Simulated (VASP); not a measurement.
Wanted: the native input for a VASP 6.6.1 run.

```yaml
Task: single point
Functional: r2SCAN
Potentials_or_basis: VASP PAW PBE potentials, release 64 (Si, O)
Cutoff: 520 eV
k_mesh: 6 × 6 × 6
Occupations: fermi-dirac, width 0.1 eV
Spin: no spin polarisation
Dipole_correction: no
Further_INCAR_settings: ALGO = Normal; EDIFF = 1e-06; NBANDS = 25
```

The system is SiO2.

```
Si O
1.0
     0.00000    3.59968    3.59968
     3.59968    0.00000    3.59968
     3.59968    3.59968    0.00000
Si O
2 4
Direct
  0.00000 0.00000 0.00000
  0.25000 0.25000 0.25000
  0.12500 0.12500 0.12500
  0.62500 0.12500 0.12500
  0.12500 0.12500 0.62500
  0.12500 0.62500 0.12500
```

One way to write it, as run:

POSCAR

```
SiO2
1.0
    0.0000000000      3.5996777200      3.5996777200
    3.5996777200      0.0000000000      3.5996777200
    3.5996777200      3.5996777200      0.0000000000
Si O
2 4
Direct
    0.0000000000      0.0000000000      0.0000000000
    0.2500000000      0.2500000000      0.2500000000
    0.1250000000      0.1250000000      0.1250000000
    0.6250000000      0.1250000000      0.1250000000
    0.1250000000      0.1250000000      0.6250000000
    0.1250000000      0.6250000000      0.1250000000
```

INCAR.step1

```
PREC = Accurate
ENCUT = 520
ISMEAR = -1
SIGMA = 0.1
LREAL = F
LASPH = T
NELM = 80
NBANDS = 25
GGA = PE
ALGO = Normal
EDIFF = 1E-4
LWAVE = T
LCHARG = F
```

INCAR.step2

```
PREC = Accurate
ENCUT = 520
EDIFF = 1E-6
ISMEAR = -1
SIGMA = 0.1
LREAL = F
LASPH = T
NELM = 80
ALGO = Normal
ISIF = 2
LWAVE = F
LCHARG = F
METAGGA = R2SCAN
LMIXTAU = T
NBANDS = 25
ISTART = 1
```

KPOINTS

```
regular mesh
0
Gamma
  6 6 6
```

Potentials or basis: VASP PAW PBE potentials, release 64 (Si, O).

Run with:

```bash
$ cat potpaw_PBE.64/Si/POTCAR potpaw_PBE.64/O/POTCAR > POTCAR
$ cp INCAR.step1 INCAR
$ mpirun -np 1 vasp_std > vasp.out
$ cp INCAR.step2 INCAR
$ mpirun -np 1 vasp_std > vasp.out
```

Results of the run:

```json
{
  "Pressure": "15.5 GPa",
  "Band gap on the k mesh": "6.15 eV, indirect (least direct gap 6.15 eV)"
}
```

Caveat: the PAW data sets were made with another functional, which shifts forces and pressure a little.

Run time: 110 s on 1 thread of Intel(R) Xeon(R) Platinum 8375C CPU @ 2.90GHz (Ice Lake), with other jobs on the host, peak memory 0.25 GiB.
